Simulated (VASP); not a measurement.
RuBrCl3, 5 atoms in the cell. It takes space group P4mm (No. 99, tetragonal). The conventional cell has a = 4.496 Å, b = 4.496 Å, c = 7.261 Å, α = 90.00°, β = 90.00°, γ = 90.00°. Within 2.9 Å of Ru (site symmetry 4mm) lie 5 Cl at 2.19 to 2.33 Å. Within 4.5 Å of Br (site symmetry 4mm) lie 12 Cl at 3.28 to 4.28 Å and 4 Ru at 4.38 Å and 4 Br at 4.50 Å. Cl (site symmetry 2mm) has 2 Ru at 2.33 Å and 4 Cl at 3.18 Å within 3.2 Å. Within 2.9 Å of Cl (site symmetry 4mm) lie 1 Ru at 2.19 Å. The cell was generated, and may not be a known phase.

| Item | Value |
| --- | --- |
| Program | VASP 6.6.1 |
| Task | single point |
| Functional | PBE |
| Potentials or basis | VASP PAW PBE potentials, release 64 (Ru_pv, Br, Cl) |
| Cutoff | 520 eV |
| k mesh | 4 × 4 × 4 |
| Occupations | gaussian, width 0.1 eV |
| Spin | collinear spin, ferromagnetic start |
| Starting moments | [1.0, 0.0, 0.0, 0.0, 0.0] μB |
| Dipole correction | no |
| Further INCAR settings | ALGO = Normal; EDIFF = 1e-06; NBANDS = 33 |

Potentials or basis: VASP PAW PBE potentials, release 64 (Ru_pv, Br, Cl).

Run with:

```bash
$ cat potpaw_PBE.64/Ru_pv/POTCAR potpaw_PBE.64/Br/POTCAR potpaw_PBE.64/Cl/POTCAR > POTCAR
$ mpirun -np 1 vasp_std > vasp.out
```

Hardware: 1 thread of Intel(R) Xeon(R) Platinum 8259CL CPU @ 2.50GHz (Skylake/Cascade Lake) (shared host).

**Question.** How long does it take, and how much memory?

**Answer.** It took 3.7 min on 1 thread of Intel(R) Xeon(R) Platinum 8259CL CPU @ 2.50GHz (Skylake/Cascade Lake), on a shared host, peak memory 0.37 GiB. Counts: scf iterations 20, k points 18.
